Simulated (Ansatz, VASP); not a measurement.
One calculation of SiN2, two programs

```
CELL_PARAMETERS angstrom
2.85292 0.00000 0.00000
-1.42646 2.47070 0.00000
0.00000 0.00000 10.40475
ATOMIC_POSITIONS crystal
Si 0.33333 0.66667 0.25000
Si 0.66667 0.33333 0.75000
N 0.33333 0.66667 0.66523
N 0.66667 0.33333 0.16523
N 0.33333 0.66667 0.83477
N 0.66667 0.33333 0.33477
```

Alike in both runs: task single point; functional PBE; k mesh 6 × 6 × 2; occupations gaussian, width 0.1 eV; no spin polarisation.

|  | VASP | Ansatz |
| --- | --- | --- |
| version | VASP 6.6.1 | Ansatz 0.2.0 |
| potentials or method | VASP PAW PBE potentials, release 64 (Si, N), cutoff 520 eV | scalar-relativistic, plane waves, PAW |
| valence electrons in the cell | 28 | 28 |

Ansatz gave:

```
gap on the k mesh at the Fermi level (eV)                     : 0.97
least direct gap on the mesh (eV)                             : 0.97
pressure (GPa)                                                : 0.0
traceless stress, the component that is largest in VASP (GPa) : -0.03
rms of the force components (eV/Å)                            : 0.006
```

**Question.** What did VASP give for the same quantities?

**Answer.** gap on the k mesh at the Fermi level (eV): 0.96; least direct gap on the mesh (eV): 0.96; pressure (GPa): 0.0; traceless stress, the component that is largest in VASP (GPa): 0.15; rms of the force components (eV/Å): 0.018.

Atom by atom the forces differ by 0.024 eV/Å (rms over components). The functional is the same, so the differences come from potentials, cutoffs and numerics.

The k mesh is coarse, so the values compare programs but aren't converged.
